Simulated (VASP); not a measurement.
Here is a VASP 6.6.1 calculation.

The input INCAR:

```
ALGO = Normal
EDIFF = 1E-7
EDIFFG = -0.005
ENCUT = 600
IBRION = 2
ISIF = 3
ISMEAR = -1
LASPH = T
LCHARG = F
LREAL = F
LWAVE = F
NELM = 60
NSW = 80
PREC = Accurate
SIGMA = 0.02
```

File KPOINTS:

```
k-points
0
Gamma
  6 6 6
```

File POSCAR:

```
NaCl
1.0
    0.0000000000      3.1264791970      3.1264791970
    3.1264791970      0.0000000000      3.1264791970
    3.1264791970      3.1264791970      0.0000000000
Na Cl
1 1
Direct
    0.0000000000      0.0000000000      0.0000000000
    0.2500000000      0.2500000000      0.2500000000
```

Potentials or basis: VASP PAW LDA potentials, release 64 (Na_pv, Cl).

The run is started by

```sh
$ cat potpaw_LDA.64/Na_pv/POTCAR potpaw_LDA.64/Cl/POTCAR > POTCAR
$ mpirun -np 1 vasp_std > vasp.out
```

What does it give for the space group after relaxing (to 0.1 Å)?

F-43m (No. 216).

Estimate the relaxed volume.

27.40 Å³/atom.

What does it give for the relaxed cell?

a = 4.263 Å, b = 4.263 Å, c = 4.263 Å, α = 60.00°, β = 60.00°, γ = 60.00°.

Final structure:
```
CELL_PARAMETERS angstrom
0.00000 3.01466 3.01466
3.01466 0.00000 3.01466
3.01466 3.01466 0.00000
ATOMIC_POSITIONS crystal
Na 0.00000 0.00000 0.00000
Cl 0.25000 0.25000 0.25000
```

Caveat: the structure was generated, so it needn't be the stable form of NaCl.
